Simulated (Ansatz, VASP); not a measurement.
**One calculation of In3Se, two programs**

File INCAR:

```
SYSTEM = In3Se
PREC = Accurate
ENCUT = 520
EDIFF = 1E-6
ISMEAR = 0
SIGMA = 0.15
LREAL = .FALSE.
LASPH = .TRUE.
NELM = 100
ALGO = Normal
ISIF = 2
LWAVE = .FALSE.
LCHARG = .FALSE.
GGA = PE
IVDW = 12
NBANDS = 30
```

The input KPOINTS:

```
regular mesh
0
G
  8 8 8
  0 0 0
```

POSCAR

```
In3Se
1.0
    5.4059318236     -0.1762803856      0.0000000000
   -0.1762803856      5.4059318236      0.0000000000
    0.0000000000      0.0000000000      4.7008102814
In Se
3 1
Direct
    0.0000000000      0.5000000000      0.5000000000
    0.5000000000      0.0000000000      0.5000000000
    0.5000000000      0.5000000000      0.0000000000
    0.0000000000      0.0000000000      0.0000000000
```

Input for Ansatz:

```yaml
crystal:
  lattice:
    - [5.4059318236, -0.1762803856, 0.0]
    - [-0.1762803856, 5.4059318236, 0.0]
    - [0.0, 0.0, 4.7008102814]
  atoms:
    - { symbol: In, position: [0.0, 0.5, 0.5] }
    - { symbol: In, position: [0.5, 0.0, 0.5] }
    - { symbol: In, position: [0.5, 0.5, 0.0] }
    - { symbol: Se, position: [0.0, 0.0, 0.0] }
basis:
  ecutwfc: 420
kpoints:
  mp_grid: { grid: [8, 8, 8] }
hamiltonian:
  xc: pbe
  pseudopotentials: { kind: paw, azcp: { folder: soft_1 } }
  dispersion: d3bj
scf:
  occupations: { method: gaussian, width: 0.15 }
output:
  forces: true
  stress: true
  eigenvalues: true
```

Change from the starting cell: engineering shear strain xy -0.0750, equal normal strain along x and y +0.1500.

Alike in both runs: task single point; functional PBE; dispersion D3(BJ); k mesh 8 × 8 × 8; occupations gaussian, width 0.15 eV; no spin polarisation.

|  | VASP | Ansatz |
| --- | --- | --- |
| version | VASP 6.6.1 | Ansatz 0.2.0 |
| potentials or method | VASP PAW PBE potentials, release 64 (In_d, Se), cutoff 520 eV | scalar-relativistic, plane waves, PAW |
| valence electrons in the cell | 45 | 55 |

|  | VASP | Ansatz | Ansatz less VASP |
| --- | --- | --- | --- |
| gap on the k mesh at the Fermi level (eV) | none | none | - |
| pressure (GPa) | -2.1 | -2.1 | +0.02 |
| traceless stress, the component that is largest in VASP (GPa) | 0.60 | 0.60 | -0.002 |

A gap of «none» marks a metal or a gap that the smearing closes. VASP's potentials hold 45 valence electrons a cell and Ansatz's 55, so a difference there can come from the potentials and not from the codes. Ansatz's warnings: dispersion switch in reach.
